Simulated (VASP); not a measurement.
Wanted: the native input for a VASP 6.6.1 run.

| Item | Value |
| --- | --- |
| Task | density of states |
| Functional | revPBE |
| Potentials or basis | VASP PAW PBE potentials, release 64 (In_d, P) |
| Cutoff | 520 eV |
| k mesh | 8 × 8 × 8 |
| Occupations | gaussian, width 0.05 eV |
| Spin | non-collinear spin, zero start, spin-orbit coupling |
| Starting moments | [[0.0, 0.0, 0.0], [0.0, 0.0, 0.0]] μB |
| Dipole correction | no |
| k mesh for the DOS | 12 × 12 × 12 |
| Occupations for the DOS | tetrahedron |
| Further INCAR settings | ALGO = Normal; EDIFF = 1e-07; NBANDS = 30 |

The system is InP.

```xyz
2
Lattice="0.0000 2.9305 2.9305 2.9305 0.0000 2.9305 2.9305 2.9305 0.0000" Properties=species:S:1:pos:R:3 pbc="T T T"
In    0.0000    0.0000    0.0000
P     4.3957    4.3957    4.3957
```

These files were run (other wordings do the same):

POSCAR

```
InP
1.0
    0.0000000000      2.9305000000      2.9305000000
    2.9305000000      0.0000000000      2.9305000000
    2.9305000000      2.9305000000      0.0000000000
In P
1 1
Direct
    0.0000000000      0.0000000000      0.0000000000
    0.7500000000      0.7500000000      0.7500000000
```

INCAR.step1

```
SYSTEM = InP
PREC = Accurate ; ENCUT = 520
EDIFF = 1E-7 ; ISMEAR = 0
SIGMA = 0.05 ; LREAL = .FALSE.
LASPH = .TRUE. ; NELM = 150
ALGO = Normal ; ISIF = 2
LWAVE = .FALSE. ; LCHARG = .TRUE.
MAGMOM = 0 0 0 0 0 0 ; LSORBIT = .TRUE.
GGA_COMPAT = .FALSE. ; LORBMOM = .TRUE.
GGA = RE ; NBANDS = 30
```

KPOINTS.step1

```
Automatic mesh
0
G
  8 8 8
  0 0 0
```

INCAR.step2

```
SYSTEM = InP
PREC = Accurate ; ENCUT = 520
EDIFF = 1E-7 ; ISMEAR = -5
SIGMA = 0.05 ; LREAL = .FALSE.
LASPH = .TRUE. ; NELM = 150
ALGO = Normal ; ISIF = 2
LWAVE = .FALSE. ; LCHARG = .FALSE.
MAGMOM = 0 0 0 0 0 0 ; LORBIT = 11
LSORBIT = .TRUE. ; GGA_COMPAT = .FALSE.
LORBMOM = .TRUE. ; GGA = RE
NBANDS = 30 ; NEDOS = 2001
ICHARG = 11
```

KPOINTS.step2

```
Automatic mesh
0
G
  12 12 12
  0 0 0
```

Potentials or basis: VASP PAW PBE potentials, release 64 (In_d, P).

Launch:

```console
$ cat potpaw_PBE.64/In_d/POTCAR potpaw_PBE.64/P/POTCAR > POTCAR
$ cp INCAR.step1 INCAR
$ cp KPOINTS.step1 KPOINTS
$ mpirun -np 1 vasp_ncl > vasp.out
$ cp INCAR.step2 INCAR
$ cp KPOINTS.step2 KPOINTS
$ mpirun -np 1 vasp_ncl > vasp.out
```

It gave:

```yaml
Net_moment: 0.00 μB per cell
Valence_electrons_inside_the_program's_atomic_spheres: In 11.49; P 2.54
```

It took 3.6 min on 1 thread of Intel(R) Xeon(R) 6975P-C (Granite Rapids), with other jobs on the host, peak memory 0.45 GiB.
